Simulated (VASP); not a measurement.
A run of VASP 6.6.1:

Contents of INCAR:

```
SYSTEM = Ba2Be
PREC     = Accurate       ! precision mode
ENCUT    = 520            ! plane-wave cutoff, eV
EDIFF    = 1E-6           ! SCF threshold, eV
ISMEAR   = 0              ! smearing method
SIGMA    = 0.1            ! smearing width, eV
LREAL    = .FALSE.        ! projectors in reciprocal space
LASPH    = .TRUE.         ! aspherical terms in the spheres
NELM     = 60             ! most SCF steps
ALGO     = Normal         ! electronic algorithm
ISIF     = 2              ! what is computed and relaxed
LWAVE    = .FALSE.        ! write WAVECAR
LCHARG   = .FALSE.        ! write CHGCAR
GGA      = PE             ! functional
NBANDS   = 18             ! bands
```

The input KPOINTS:

```
Automatic mesh
0
G
  10 10 10
  0 0 0
```

The input POSCAR:

```
Ba2Be
1.0
    0.0000000000      3.9831632408      3.9831632408
    3.9831632408      0.0000000000      3.9831632408
    3.9831632408      3.9831632408      0.0000000000
Ba Be
2 1
Direct
    0.2500000000      0.2500000000      0.2500000000
    0.7500000000      0.7500000000      0.7500000000
    0.5000000000      0.5000000000      0.5000000000
```

Potentials or basis: VASP PAW PBE potentials, release 64 (Ba_sv, Be).

Run with:

```sh
$ cat potpaw_PBE.64/Ba_sv/POTCAR potpaw_PBE.64/Be/POTCAR > POTCAR
$ mpirun -np 1 vasp_std > vasp.out
```

Hardware: 1 thread of Oxide Virtual Turin-like Processor (shared host).

**Question.** How long does it take, and how much memory?

**Answer.** Run time: 67 s on 1 thread of Oxide Virtual Turin-like Processor, on a shared host, peak memory 0.27 GiB. Counts: scf iterations 12, k points 47.
